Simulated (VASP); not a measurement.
Runs of VASP 6.6.1 on KBr. It takes space group F-43m (No. 216, cubic). The conventional cell has a = 7.377 Å, b = 7.377 Å, c = 7.377 Å, α = 90.00°, β = 90.00°, γ = 90.00°. K (site symmetry -43m) has 4 Br at 3.19 Å within 4.2 Å. Within 4.2 Å of Br (site symmetry -43m) lie 4 K at 3.19 Å. 

```tsv
level	grid for exact exchange (PRECFOCK)	share of exact exchange	screening parameter	gap on the mesh (eV)	pressure (GPa)
PBE-based global hybrid with 40 % exact exchange	Normal	0.4	-	7.27	0.0
PBE-based screened hybrid with 20 % exact exchange	Normal	0.2	0.5 1/Å	(b)	0.2
PBE-based global hybrid with 50 % exact exchange	Normal	0.5	-	8.03	0.0
PBE	-	-	-	(a)	0.3
```

Alike in all rows: task single point; potentials or basis VASP PAW PBE potentials, release 64 (K_sv, Br); no spin polarisation; cell as given; k mesh 4 × 4 × 4; cutoff (eV) 520; smearing gaussian 0.01 eV.

Fill in the values left out.

(a) 4.28; (b) 4.72.

Caveats: the PAW data sets were made with another functional, which shifts forces and pressure a little (at least some runs).

A k mesh can miss the band edges, and the runs leave out spin-orbit coupling on Br.
